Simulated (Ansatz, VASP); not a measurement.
**Two plane-wave programs on RbBr**

```
Rb Br
1.0
     4.24986    0.00000    0.00000
     0.00000    4.11001    0.00000
     0.00000    0.00000    4.11001
Rb Br
1 1
Cartesian
  0.0000 0.0000 0.0000
  2.1249 2.0550 2.0550
```

Alike in both runs: task single point; functional r2SCAN; k mesh 6 × 6 × 6; occupations gaussian, width 0.02 eV; no spin polarisation.

```csv
,VASP,Ansatz
version,VASP 6.6.1,Ansatz 0.2.0
potentials or method,"VASP PAW PBE potentials, release 64 (Rb_sv, Br), cutoff 520 eV","scalar-relativistic, plane waves, PAW"
valence electrons in the cell,16,16
```

|  | VASP | Ansatz | Ansatz less VASP |
| --- | --- | --- | --- |
| gap on the k mesh at the Fermi level (eV) | 4.68 | 4.68 | -0.003 |
| least direct gap on the mesh (eV) | 4.83 | 4.83 | -0.003 |
| pressure (GPa) | -0.3 | -0.3 | -0.02 |
| traceless stress, the component that is largest in VASP (GPa) | -0.67 | -0.67 | 0.000 |

VASP's potentials were made for PBE, not for r2SCAN.
